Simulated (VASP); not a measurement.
# Si (Fd-3m) in VASP: single point with BLYP+D3(BJ)

Aim: the single point of Si with BLYP+D3(BJ).

All numbers are computed with VASP 6.6.1; they aren't measurements. Logs are shortened: lines on timing, memory, paths and dates and some standing lists are left out, and cuts for length are marked.

## Step 1: The cell of the first run

The structure is cubic, space group Fd-3m (No. 227). The conventional cell has a = 5.515 Å, b = 5.515 Å, c = 5.515 Å, α = 90.00°, β = 90.00°, γ = 90.00°. Within 3.2 Å of Si (site symmetry -43m) lie 4 Si at 2.39 Å.

## Step 2: Single point, BLYP+D3(BJ), non-collinear spin, typed start (20.97 Å³/atom)

File POSCAR:

```
Si
1.0
    0.0000000000      2.7576691254      2.7576691254
    2.7576691254      0.0000000000      2.7576691254
    2.7576691254      2.7576691254      0.0000000000
Si
2
Direct
    0.5000000000      0.5000000000      0.5000000000
    0.7500000000      0.7500000000      0.7500000000
```

File INCAR.step1:

```
  PREC = Accurate
  ENCUT = 520
  EDIFF = 1E-6
  ISMEAR = 0
  SIGMA = 0.01
  LREAL = F
  LASPH = T
  NELM = 150
  ALGO = Normal
  ISIF = 2
  LWAVE = F
  LCHARG = T
  LNONCOLLINEAR = T
  MAGMOM = 0.289 0.289 0.289 -0.144 -0.144 -0.144
  GGA = B5
  ALDAX = 1.0
  AGGAX = 1.0
  AGGAC = 1.0
  ALDAC = 0.0
  IVDW = 12
  VDW_S6 = 1.0
  VDW_S8 = 2.6996
  VDW_A1 = 0.4298
  VDW_A2 = 4.2359
  NBANDS = 20
```

File KPOINTS.step1:

```
Automatic mesh
0
Gamma
  8 8 8
```

File INCAR.step2:

```
  PREC = Accurate
  ENCUT = 520
  EDIFF = 1E-6
  ISMEAR = -5
  SIGMA = 0.01
  LREAL = F
  LASPH = T
  NELM = 150
  ALGO = Normal
  ISIF = 2
  LWAVE = F
  LCHARG = F
  LNONCOLLINEAR = T
  MAGMOM = 0.289 0.289 0.289 -0.144 -0.144 -0.144
  LORBIT = 10
  GGA = B5
  ALDAX = 1.0
  AGGAX = 1.0
  AGGAC = 1.0
  ALDAC = 0.0
  IVDW = 12
  VDW_S6 = 1.0
  VDW_S8 = 2.6996
  VDW_A1 = 0.4298
  VDW_A2 = 4.2359
  NBANDS = 20
  NEDOS = 1001
  ICHARG = 11
```

File KPOINTS.step2:

```
Automatic mesh
0
Gamma
  12 12 12
```

Potentials or basis: VASP PAW PBE potentials, release 64 (Si).

Run with:

```sh
$ cat potpaw_PBE.64/Si/POTCAR > POTCAR
$ cp INCAR.step1 INCAR
$ cp KPOINTS.step1 KPOINTS
$ mpirun -np 1 vasp_ncl > vasp.out
$ cp INCAR.step2 INCAR
$ cp KPOINTS.step2 KPOINTS
$ mpirun -np 1 vasp_ncl > vasp.out
```

OUTCAR:

```text
PREC = Accurate
   ENCUT = 520
   EDIFF = 1E-6
   ISMEAR = -5
   LREAL = F
   LASPH = T
   NELM = 150
   ISIF = 2
   LNONCOLLINEAR = T
   LORBIT = 10
   GGA = B5
   IVDW = 12
   ICHARG = 11
 IVDW          = 12

 ion  position               nearest neighbor table
   1  0.500  0.500  0.500-   2 2.39   2 2.39   2 2.39   2 2.39
   2  0.750  0.750  0.750-   1 2.39   1 2.39   1 2.39   1 2.39

  LATTYP: Found a face centered cubic cell.
 ALAT       =     5.5153382508

  Lattice vectors:

 A1 = (   0.0000000000,   2.7576691254,   2.7576691254)
 A2 = (   2.7576691254,   0.0000000000,   2.7576691254)
 A3 = (   2.7576691254,   2.7576691254,   0.0000000000)

Analysis of symmetry for initial positions (statically):
=====================================================================
 Subroutine PRICEL returns:
 Original cell was already a primitive cell.

 Routine SETGRP: Setting up the symmetry group for a
 face centered cubic supercell.

 Subroutine GETGRP returns: Found 48 space group operations
 (whereof 24 operations were pure point group operations)
 out of a pool of 48 trial point group operations.

The static configuration has the point symmetry T_d .
 The point group associated with its full space group is O_h .

Analysis of symmetry for dynamics (positions and initial velocities):
=====================================================================
 Subroutine PRICEL returns:
 Original cell was already a primitive cell.

 Routine SETGRP: Setting up the symmetry group for a
 face centered cubic supercell.

 Subroutine GETGRP returns: Found 48 space group operations
 (whereof 24 operations were pure point group operations)
 out of a pool of 48 trial point group operations.

The dynamic configuration has the point symmetry T_d .
 The point group associated with its full space group is O_h .

Analysis of structural, dynamic, and magnetic symmetry:
=====================================================================
 Subroutine PRICEL returns:
 Original cell was already a primitive cell.

 Routine SETGRP: Setting up the symmetry group for a
 face centered cubic supercell.

 Subroutine GETGRP returns: Found  3 space group operations
 (whereof  3 operations were pure point group operations)
 out of a pool of 48 trial point group operations.

The overall configuration has the point symmetry C_3 .

 Subroutine INISYM returns: Found  3 space group operations
 (whereof  3 operations are pure point group operations),
 and found     1 'primitive' translations

----------------------------------------------------------------------------------------

                                     Primitive cell

  volume of cell :      41.9427

  direct lattice vectors                    reciprocal lattice vectors
     0.000000000  2.757669125  2.757669125    -0.181312542  0.181312542  0.181312542
     2.757669125  0.000000000  2.757669125     0.181312542 -0.181312542  0.181312542
     2.757669125  2.757669125  0.000000000     0.181312542  0.181312542 -0.181312542

  length of vectors
     3.899933078  3.899933078  3.899933078     0.314042535  0.314042535  0.314042535

  position of ions in fractional coordinates (direct lattice)
     0.500000000  0.500000000  0.500000000
     0.750000000  0.750000000  0.750000000

  ion indices of the primitive-cell ions
   primitive index   ion index
                 1           1
                 2           2

----------------------------------------------------------------------------------------

 KPOINTS: Automatic mesh

Automatic generation of k-mesh.
 Grid dimensions read from file:
 generate k-points for:   12   12   12

 Generating k-lattice:

  Cartesian coordinates                     Fractional coordinates (reciprocal lattice)
    -0.015109379  0.015109379  0.015109379     0.083333333  0.000000000  0.000000000
     0.015109379 -0.015109379  0.015109379     0.000000000  0.083333333  0.000000000
     0.015109379  0.015109379 -0.015109379     0.000000000  0.000000000  0.083333333

  Length of vectors
     0.026170211  0.026170211  0.026170211

  Shift w.r.t. Gamma in fractional coordinates (k-lattice)
     0.000000000  0.000000000  0.000000000

 TETIRR: Found   3420 inequivalent tetrahedra from    10368

 Subroutine IBZKPT returns following result:
 ===========================================

 Found    584 irreducible k-points:

 Following reciprocal coordinates:
            Coordinates               Weight
  0.000000  0.000000  0.000000      1.000000
  0.083333  0.000000  0.000000      3.000000
 -0.083333  0.000000  0.000000      3.000000
  0.083333  0.083333  0.083333      1.000000
 -0.083333 -0.083333 -0.083333      1.000000
  0.166667  0.000000  0.000000      3.000000
[... 16 lines left out ...]
  0.500000  0.500000  0.500000      1.000000
  0.083333  0.083333  0.000000      3.000000
 [... further k-points ...]
   k-points           NKPTS =    584   k-points in BZ     NKDIM =    584   number of bands    NBANDS=     20
   number of dos      NEDOS =   1001   number of ions     NIONS =      2
   total plane-waves  NPLWV =  27000
   dimension x,y,z NGX =    30 NGY =   30 NGZ =   30
   dimension x,y,z NGXF=    60 NGYF=   60 NGZF=   60
   ions per type =               2
   NGX,Y,Z   is equivalent  to a cutoff of  12.79, 12.79, 12.79 a.u.
   NGXF,Y,Z  is equivalent  to a cutoff of  25.58, 25.58, 25.58 a.u.
 SYSTEM =  unknown system
   PREC   = accura    normal or accurate (medium, high low for compatibility)
   ISTART =      0    job   : 0-new  1-cont  2-samecut
   ICHARG =     11    charge: 1-file 2-atom 10-const
   ISPIN  =      1    spin polarized calculation?
   LNONCOLLINEAR =      T non collinear calculations
   LSORBIT =      F    spin-orbit coupling
   LASPH  =      T    aspherical Exc in radial PAW
   ENCUT  =  520.0 eV  38.22 Ry    6.18 a.u.   7.25  7.25  7.25*2*pi/ulx,y,z
   NELM   =    150;   NELMIN=  2; NELMDL=  0     # of ELM steps
   EDIFF  = 0.1E-05   stopping-criterion for ELM
   LREAL  =      F    real-space projection
   EDIFFG = 0.1E-04   stopping-criterion for IOM
   NSW    =      0    number of steps for IOM
   IBRION =     -1    ionic relax: 0-MD 1-quasi-New 2-CG
   NFREE  =      0    steps in history (QN), initial steepest desc. (CG)
   ISIF   =      2    stress and relaxation
   ISYM   =      2    0-nonsym 1-usesym 2-fastsym
   POTIM  = 0.5000    time-step for ionic-motion
   TEBEG  =    0.0;   TEEND  =   0.0 temperature during run
   PSTRESS=    0.0 pullay stress
   NELECT =       8.0000    total number of electrons
   NUPDOWN=      -1.0000    fix difference up-down
   EMIN   =  10.00;   EMAX   =-10.00  energy-range for DOS
   EFERMI =   0.00;   METHOD = LEGACY
   ISMEAR =    -5;   SIGMA  =   0.01  broadening in eV -4-tet -1-fermi 0-gaus
   EFERMI_NEDOS =   21; number of points for ismear=-14 and -15
   IALGO  =     38    algorithm
   IMIX   =      4    mixing-type and parameters
     AMIX     =   0.40;   BMIX     =  1.00
     AMIX_MAG =   1.60;   BMIX_MAG =  1.00
  volume/ion in A,a.u.               =      20.97       141.52
  Fermi-wavevector in a.u.,A,eV,Ry     =   0.942365  1.780812 12.082689  0.888053
  Thomas-Fermi vector in A             =   2.069968
   LORBIT       =     10    0 simple, 1 ext, 2 COOP (PROOUT), +10 PAW based schemes
   GGA     = B5    functional components
   LHFCALC =     F    Hartree Fock is set to
   AEXX    =    0.0000 exact exchange contribution
   IVDW    =    12    specifies the selected vdW correction
   LEPSILON=     F    determine dielectric tensor
   LRPA    =     F    only Hartree local field effects (RPA)
 Fermi weights with tetrahedron method with Bloechl corrections
  energy-cutoff  :      520.00
  volume of cell :       41.94
 maximum number of plane-waves:      2316
 NGX is ok and might be reduce to    30

 number of electron       8.0000001 magnetization      -0.0000041     -0.0000041     -0.0000041

 Free energy of the ion-electron system (eV)
  ---------------------------------------------------
  ext. energy  EPLUGINS =         0.00000000
  ---------------------------------------------------
  free energy    TOTEN  =        -9.49022608 eV

  energy without entropy =       -9.49022608  energy(sigma->0) =       -9.49022608

 E-fermi :   5.7720     XC(G=0):  -8.5752

 val. band max:        5.7625539639   @ k =   0.0000   0.0000   0.0000
 cond. band min:       6.6347912774   @ k =   0.4167   0.4167   0.0000
 fundamental gap:      0.8722373135
 Fermi energy:         5.7720418449

 k-point     1 :       0.0000    0.0000    0.0000
  band No.  band energies     occupation
      1      -5.8048      1.00000
      2      -5.8048      1.00000
      3       5.7626      1.00000
      4       5.7626      1.00000
      5       5.7626      1.00000
      6       5.7626      1.00000
[... 12 lines left out ...]
     19      13.6606      0.00000
     20      13.6645      0.00000

 k-point     2 :       0.0833    0.0000    0.0000
  band No.  band energies     occupation
      1      -5.7182      1.00000
      2      -5.7182      1.00000
      3       4.9171      1.00000
      4       4.9171      1.00000
      5       5.6328      1.00000
      6       5.6328      1.00000
[... 12 lines left out ...]
     19      13.4128      0.00000
     20      13.4129      0.00000

 k-point     3 :      -0.0833    0.0000    0.0000
  band No.  band energies     occupation
      1      -5.7182      1.00000
      2      -5.7182      1.00000
      3       4.9171      1.00000
      4       4.9171      1.00000
      5       5.6328      1.00000
      6       5.6328      1.00000
[... 12 lines left out ...]
     19      13.4128      0.00000
     20      13.4128      0.00000

 k-point     4 :       0.0833    0.0833    0.0833
  band No.  band energies     occupation
      1      -5.7182      1.00000
      2      -5.7182      1.00000
      3       4.9171      1.00000
      4       4.9171      1.00000
      5       5.6328      1.00000
      6       5.6328      1.00000
[... 429 lines left out ...]
 k-point    23 :       0.5000    0.5000    0.5000
  band No.  band energies     occupation
      1      -3.6281      1.00000
      2      -3.6281      1.00000
      3      -0.8949      1.00000
      4      -0.8949      1.00000
      5       4.6318      1.00000
      6       4.6318      1.00000
[... 12 lines left out ...]
     19      16.3545      0.00000
     20      16.3701      0.00000

 k-point    24 :       0.0833    0.0833    0.0000
  band No.  band energies     occupation
      1      -5.6892      1.00000
      2      -5.6892      1.00000
      3       5.0247      1.00000
      4       5.0247      1.00000
      5       5.3791      1.00000
      6       5.3791      1.00000
[... 12 lines left out ...]
     19      13.7902      0.00000
     20      13.7907      0.00000

 [... further k-points ...]

------------------------ aborting loop because EDIFF is reached ----------------------------------------

 Edisp (eV)   -1.33306

 E8    (eV) :    -0.9557

  FORCE on cell =-STRESS in cart. coord.  units (eV):
  Direction    XX          YY          ZZ          XY          YZ          ZX
  --------------------------------------------------------------------------------------
  -------------------------------------------------------------------------------------
  Total      -1.02701    -1.02701    -1.02701     0.00000     0.00000     0.00000
  in kB     -39.23083   -39.23083   -39.23083     0.00000     0.00000     0.00000
  external pressure =      -39.23 kB  Pullay stress =        0.00 kB

 VOLUME and BASIS-vectors are now :
 -----------------------------------------------------------------------------
  energy-cutoff  :      520.00
  volume of cell :       41.94
      direct lattice vectors                 reciprocal lattice vectors
     0.000000000  2.757669125  2.757669125    -0.181312542  0.181312542  0.181312542
     2.757669125  0.000000000  2.757669125     0.181312542 -0.181312542  0.181312542
     2.757669125  2.757669125  0.000000000     0.181312542  0.181312542 -0.181312542

 POSITION                                       TOTAL-FORCE (eV/Angst)
 -----------------------------------------------------------------------------------
      2.75767      2.75767      2.75767        -0.000000     -0.000000     -0.000000
      4.13650      4.13650      4.13650         0.000000      0.000000      0.000000
 -----------------------------------------------------------------------------------
    total drift:                                0.000000      0.000000      0.000000

  FREE ENERGIE OF THE ION-ELECTRON SYSTEM (eV)
  ---------------------------------------------------
  free  energy   TOTEN  =       -10.8232897087 eV

  energy  without entropy=      -10.8232897087  energy(sigma->0) =      -10.82328971

 total charge

# of ion       s       p       d       tot
------------------------------------------
    1        0.754   0.921   0.000   1.675
    2        0.754   0.921   0.000   1.675
--------------------------------------------------
tot          1.508   1.842   0.000   3.350

 magnetization (x)

# of ion       s       p       d       tot
------------------------------------------
    1        0.000  -0.000   0.000   0.000
    2       -0.000   0.000   0.000   0.000
--------------------------------------------------
tot          0.000   0.000   0.000   0.000

 magnetization (y)

# of ion       s       p       d       tot
------------------------------------------
    1        0.000  -0.000   0.000   0.000
    2       -0.000   0.000   0.000   0.000
--------------------------------------------------
tot          0.000   0.000   0.000   0.000

 magnetization (z)

# of ion       s       p       d       tot
------------------------------------------
    1        0.000  -0.000   0.000   0.000
    2       -0.000   0.000   0.000   0.000
--------------------------------------------------
tot          0.000   0.000   0.000   0.000
```

It took 17 min on 1 thread of Intel Xeon Platinum 8259CL at 2.50GHz (Skylake/Cascade Lake), shared host; peak memory 0.72 GiB.

Results:

| Item | Value |
| --- | --- |
| Net moment | 0.00 μB per cell |
| Valence electrons inside the program's atomic spheres | Si 1.68 |
| Dispersion energy per atom | -0.667 eV |

Levels at points of the mesh, in eV from the valence-band top:
| k point | band 5 | band 6 | band 7 | band 8 | band 9 | band 10 | band 11 | band 12 |
| --- | --- | --- | --- | --- | --- | --- | --- | --- |
| (0.00, 0.00, 0.00) | 0.00 | 0.00 | 0.00 | 0.00 | 2.68 | 2.68 | 2.68 | 2.68 |
| (0.50, 0.00, 0.00) | -1.13 | -1.13 | -1.13 | -1.13 | 1.47 | 1.47 | 3.53 | 3.53 |
| (0.50, 0.50, 0.50) | -1.13 | -1.13 | -1.13 | -1.13 | 1.47 | 1.47 | 3.53 | 3.53 |
| (0.50, 0.50, 0.00) | -2.66 | -2.66 | -2.66 | -2.66 | 1.03 | 1.03 | 1.03 | 1.03 |

Moments on the atoms (μB; x, y, z):
```
Si  0.00 0.00 0.00
Si  0.00 0.00 0.00
```

Caveat: the PAW data sets were made with another functional, which shifts forces and pressure a little.
